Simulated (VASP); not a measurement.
Write the native input for VASP 6.6.1 that does the following.

| Quantity | Value |
| --- | --- |
| Task | single point |
| Functional | PBE |
| Potentials or basis | VASP PAW PBE potentials, release 64 (Si, C) |
| Cutoff | 520 eV |
| k mesh | 10 × 10 × 2 |
| Occupations | gaussian, width 0.05 eV |
| Spin | no spin polarisation |
| Dipole correction | no |
| Further INCAR settings | ALGO = Normal; EDIFF = 1e-06; NBANDS = 36 |

The structure of SiC lies in POSCAR:

```
SiC
1.0
    2.1898640950     -2.1898640950      0.0000000000
    2.1898640950      0.0000000000     -2.1898640950
    9.1924690818      9.1924690818      9.1924690818
Si C
6 6
Direct
    1.0000000000      0.0000000000      0.3771557787
    0.3333333333      0.3333333333      0.2183399716
    0.6666666667      0.6666666667      0.5359715859
    1.0000000000      1.0000000000      0.8536032001
    0.3333333333      0.3333333333      0.6947873930
    0.6666666667      0.6666666667      0.0595241645
    0.6666666667      0.6666666667      0.4168597305
    0.0000000000      0.0000000000      0.2580439234
    0.3333333333      0.3333333333      0.5756755376
    0.6666666667      0.6666666667      0.8933071519
    0.0000000000      0.0000000000      0.7344913448
    0.3333333333      0.3333333333      0.0992281163
```

The input as run:

INCAR

```
PREC = Accurate ; ENCUT = 520
EDIFF = 1E-6 ; ISMEAR = 0
SIGMA = 0.05 ; LREAL = False
LASPH = True ; NELM = 60
ALGO = Normal ; ISIF = 2
LWAVE = False ; LCHARG = True
GGA = PE ; LELF = True
LVHAR = True ; NBANDS = 36
```

KPOINTS

```
Automatic mesh
0
Gamma
  10 10 2
```

Potentials or basis: VASP PAW PBE potentials, release 64 (Si, C).

Run with:

```sh
$ cat potpaw_PBE.64/Si/POTCAR potpaw_PBE.64/C/POTCAR > POTCAR
$ mpirun -np 1 vasp_std > vasp.out
```

Results of the run:

```json
{"Pressure": "-3.0 GPa", "Largest force": "2.113 eV/Å", "Band gap on the k mesh": "0.41 eV, indirect (least direct gap 1.78 eV)"}
```

Caveat: forces of over 1 eV/Å act on the atoms, so gaps and moduli don't describe the material at rest.

Run time: 58 s on 1 thread of Intel(R) Xeon(R) 6975P-C (Granite Rapids), with other jobs on the host, peak memory 0.28 GiB.
